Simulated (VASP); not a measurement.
Wanted: the native input for a VASP 6.6.1 run.

| Quantity | Value |
| --- | --- |
| Task | single point |
| Functional | PBEsol |
| Potentials or basis | VASP PAW PBE potentials, release 64 (Ba_sv, Ti_sv, O_h) |
| Cutoff | 910 eV |
| k mesh | 6 × 6 × 6 |
| Occupations | gaussian, width 0.01 eV |
| Spin | no spin polarisation |
| Dipole correction | no |
| Second run | hard_potentials |
| Further INCAR settings | ALGO = Normal; EDIFF = 1e-06; NBANDS = 28 |

The structure of BaTiO3 lies in POSCAR:

```
BaTiO3
1.0
    2.7498651725      1.5876353943      2.2548436032
   -2.7498651725      1.5876353943      2.2548436032
    0.0000000000     -3.1752707886      2.2548436032
Ba Ti O
1 1 3
Direct
    0.0000000000      0.0000000000      0.0000000000
    0.4845000000      0.4845000000      0.4845000000
    0.5086000000      0.5086000000      0.0175000000
    0.0175000000      0.5086000000      0.5086000000
    0.5086000000      0.0175000000      0.5086000000
```

These files were run (other wordings do the same):

INCAR

```
  ALGO = Normal
  EDIFF = 1E-6
  ENCUT = 910
  GGA = PS
  GGA_COMPAT = False
  ISIF = 2
  ISMEAR = 0
  LASPH = True
  LCHARG = True
  LELF = True
  LREAL = False
  LVHAR = True
  LWAVE = False
  NBANDS = 28
  NELM = 120
  PREC = Accurate
  SIGMA = 0.01
```

KPOINTS

```
k-points
0
Gamma
  6 6 6
```

Potentials or basis: VASP PAW PBE potentials, release 64 (Ba_sv, Ti_sv, O_h).

Command:

```sh
$ cat potpaw_PBE.64/Ba_sv/POTCAR potpaw_PBE.64/Ti_sv/POTCAR potpaw_PBE.64/O_h/POTCAR > POTCAR
$ mpirun -np 1 vasp_std > vasp.out
```

Results of the run:

```json
{
 "Pressure": "17.8 GPa",
 "Largest force": "1.052 eV/Å",
 "Band gap on the k mesh": "2.54 eV, indirect (least direct gap 2.86 eV)"
}
```

Caveat: the cutoff is under 1.25 times the usual one of these potentials, so pressure, stress and relaxed cells hold a basis-set (Pulay) error; the PAW data sets were made with another functional, which shifts forces and pressure a little; spin-orbit coupling is left out, which moves the levels of the heavy elements.

Wall time 55 s on 1 thread of Intel(R) Xeon(R) 6975P-C (Granite Rapids) (shared host), peak memory 0.32 GiB.
